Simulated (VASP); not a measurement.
Write the native input for VASP 6.6.1 that does the following.

```
Task                   : single point
Functional             : LDA
Potentials or basis    : VASP PAW LDA potentials, release 64 (Na_pv)
Cutoff                 : 520 eV
k mesh                 : 5 × 5 × 3
Occupations            : methfessel-paxton, width 0.05 eV
Spin                   : no spin polarisation
Dipole correction      : no
Further INCAR settings : ALGO = Normal; EDIFF = 1e-06; NBANDS = 14
```

The structure of Na lies in POSCAR:

```
Na
1.0
    2.6732863747      0.0000000000      0.0000000000
   -1.3366431874      2.3151339121      0.0000000000
    0.0000000000      0.0000000000      4.3940683622
Na
2
Direct
    0.3333333333      0.6666666667      0.2500000000
    0.6666666667      0.3333333333      0.7500000000
```

These files were run (other wordings do the same):

INCAR

```
  PREC = Accurate
  ENCUT = 520
  EDIFF = 1E-6
  ISMEAR = 1
  SIGMA = 0.05
  LREAL = False
  LASPH = True
  NELM = 80
  ALGO = Normal
  ISIF = 2
  LWAVE = False
  LCHARG = False
  GGA = CA
  NBANDS = 14
```

KPOINTS

```
regular mesh
0
Gamma
  5 5 3
```

Potentials or basis: VASP PAW LDA potentials, release 64 (Na_pv).

The run is started by

```console
$ cat potpaw_LDA.64/Na_pv/POTCAR > POTCAR
$ mpirun -np 1 vasp_std > vasp.out
```

Results of the run:

The pressure is 45.2 GPa and the band gap on the k mesh is zero (band 7 reaches 6.94 eV, above the bottom of band 8 at 2.83 eV).

Caveat: the k points lie up to 0.54 Å⁻¹ apart.

Run time: 3.9 s on 1 thread of AMD EPYC 7R43 64-Core Processor (Zen 3), with other jobs on the host, peak memory 0.08 GiB.
